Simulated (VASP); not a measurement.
CdSe:

```
Cd Se
1.0
     0.00000    2.87396    2.87396
     2.87396    0.00000    2.87396
     2.87396    2.87396    0.00000
Cd Se
1 1
Direct
  0.00000 0.00000 0.00000
  0.50000 0.50000 0.50000
```

* Program: VASP 6.6.1
* Task: relaxation of cell and atoms
* Functional: HSE06
* Potentials or basis: VASP PAW PBE potentials, release 64 (Cd, Se)
* Cutoff: 600 eV
* k mesh: 4 × 4 × 4
* Occupations: fermi-dirac, width 0.05 eV
* Spin: no spin polarisation

At the start: pressure -1.5 GPa; volume 23.74 Å³/atom.

Problem. Where does the relaxation end?

Solution. Over 3 steps the energy falls by 2.5 meV/atom and the volume is 23.21 Å³/atom (-2.2 %); space group Fm-3m (No. 225, to 0.1 Å) before and after.

Step by step:
```csv
step,energy change (eV),largest force (eV/Å),pressure (GPa),volume (Å³)
1,0.0000,0.0000,-1.50,47.48
2,-0.0041,0.0000,0.66,45.97
3,-0.0050,0.0000,-0.01,46.41
```

Final structure:
```yaml
crystal:
  lattice:
    - [0.00000, 2.85236, 2.85236]
    - [2.85236, 0.00000, 2.85236]
    - [2.85236, 2.85236, 0.00000]
  atoms:
    - { symbol: Cd, position: [0.00000, 0.00000, 0.00000] }
    - { symbol: Se, position: [0.50000, 0.50000, 0.50000] }
```

Caveat: the k points lie up to 0.48 Å⁻¹ apart in the final cell; the PAW data sets were made with another functional, which shifts forces and pressure a little.
